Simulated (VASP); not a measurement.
Set up this calculation in VASP 6.6.1, as the native input.

| Property | Result |
| --- | --- |
| Task | single point |
| Functional | LDA |
| Potentials or basis | VASP PAW LDA potentials, release 64 (Mn_pv) |
| Cutoff | 500 eV |
| k mesh | 15 × 15 × 8 |
| Occupations | fermi-dirac, width 0.1 eV |
| Spin | non-collinear spin, zero start, spin-orbit coupling |
| Starting moments | [[0.0, 0.0, 0.0], [0.0, 0.0, 0.0]] μB |
| Dipole correction | no |
| Further INCAR settings | ALGO = Normal; EDIFF = 1e-06; NBANDS = 38 |

The structure of Mn lies in POSCAR:

```
Mn
1.0
   -1.3439567319      1.6354144334      1.1987176510
    1.6354144334     -1.3439567319      1.1987176510
    2.7330970638      2.7330970638     -0.6649123368
Mn
2
Direct
    0.0416635149      0.9583364851      0.0000000000
    0.7083364851      0.2916635149      0.5000000000
```

This isn't the form of Mn at room conditions, which is a 58-atom cubic cell.

These files were run (other wordings do the same):

INCAR

```
  PREC = Accurate
  ENCUT = 500
  EDIFF = 1E-6
  ISMEAR = -1
  SIGMA = 0.1
  LREAL = False
  LASPH = True
  NELM = 200
  ALGO = Normal
  ISIF = 2
  LWAVE = False
  LCHARG = False
  MAGMOM = 0 0 0 0 0 0
  LORBIT = 11
  LSORBIT = True
  GGA_COMPAT = False
  LORBMOM = True
  LMAXMIX = 4
  NBANDS = 38
```

KPOINTS

```
regular mesh
0
Gamma
  15 15 8
```

Potentials or basis: VASP PAW LDA potentials, release 64 (Mn_pv).

The run is started by

```bash
$ cat potpaw_LDA.64/Mn_pv/POTCAR > POTCAR
$ mpirun -np 1 vasp_ncl > vasp.out
```

Results of the run:

```
Pressure                                              : 0.5 GPa
Net moment                                            : 0.00 μB per cell
Valence electrons inside the program's atomic spheres : Mn 12.14
```

Run time: 4.2 min on 1 thread of Intel(R) Xeon(R) 6975P-C (Granite Rapids) (shared host), peak memory 0.51 GiB.
